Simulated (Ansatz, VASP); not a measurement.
**KI: VASP beside Ansatz**

File INCAR:

```
SYSTEM = KI
  ALGO = Normal
  EDIFF = 1E-7
  ENCUT = 520
  GGA = PS
  ISIF = 2
  ISMEAR = -1
  LASPH = .True.
  LCHARG = .False.
  LREAL = .False.
  LWAVE = .False.
  NBANDS = 15
  NELM = 60
  PREC = Accurate
  SIGMA = 0.01
```

Contents of KPOINTS:

```
k-points
0
Gamma
  8 8 8
  0 0 0
```

POSCAR

```
KI
1.0
    0.0000000000      3.5008945893      3.5008945893
    3.5008945893      0.0000000000      3.5008945893
    3.5008945893      3.5008945893      0.0000000000
K I
1 1
Direct
    0.0000000000      0.0000000000      0.0000000000
    0.5000000000      0.5000000000      0.5000000000
```

Input for Ansatz:

```yaml
crystal:
  lattice:
    - [0.0, 3.5008945893, 3.5008945893]
    - [3.5008945893, 0.0, 3.5008945893]
    - [3.5008945893, 3.5008945893, 0.0]
  atoms:
    - { symbol: K, position: [0.0, 0.0, 0.0] }
    - { symbol: I, position: [0.5, 0.5, 0.5] }
kpoints:
  mp_grid: { grid: [8, 8, 8] }
  band_path:
    path:
      - [0.0, 0.0, 0.0]
      - [0.5, 0.0, 0.5]
      - [0.625, 0.25, 0.625]
      - [0.375, 0.375, 0.75]
      - [0.0, 0.0, 0.0]
      - [0.5, 0.5, 0.5]
      - [0.5, 0.25, 0.75]
      - [0.5, 0.0, 0.5]
    npoints: 5
scf:
  occupations: { method: fermi_dirac, width: 0.01 }
hamiltonian:
  xc: pbesol
  pseudopotentials: { kind: all_electron, lapw: { basis_error: 0.001 } }
output:
  forces: true
  stress: true
  eigenvalues: true
```

Change from the starting cell: volume scaled by 0.98.

Alike in both runs: task single point; functional PBEsol; k mesh 8 × 8 × 8; occupations fermi-dirac, width 0.01 eV; no spin polarisation.

|  | VASP | Ansatz |
| --- | --- | --- |
| version | VASP 6.6.1 | Ansatz 0.2.0 |
| potentials or method | VASP PAW PBE potentials, release 64 (K_sv, I), cutoff 520 eV | all-electron LAPW, scalar-relativistic |

|  | VASP | Ansatz | Ansatz less VASP |
| --- | --- | --- | --- |
| gap on the k mesh at the Fermi level (eV) | 3.87 | 3.88 | +0.003 |
| pressure (GPa) | 0.1 | 0.0 | -0.04 |

VASP's potentials were made for PBE, not for PBEsol. Ansatz ran all-electron here, and VASP with PAW potentials.

Neither program's run includes spin-orbit coupling.
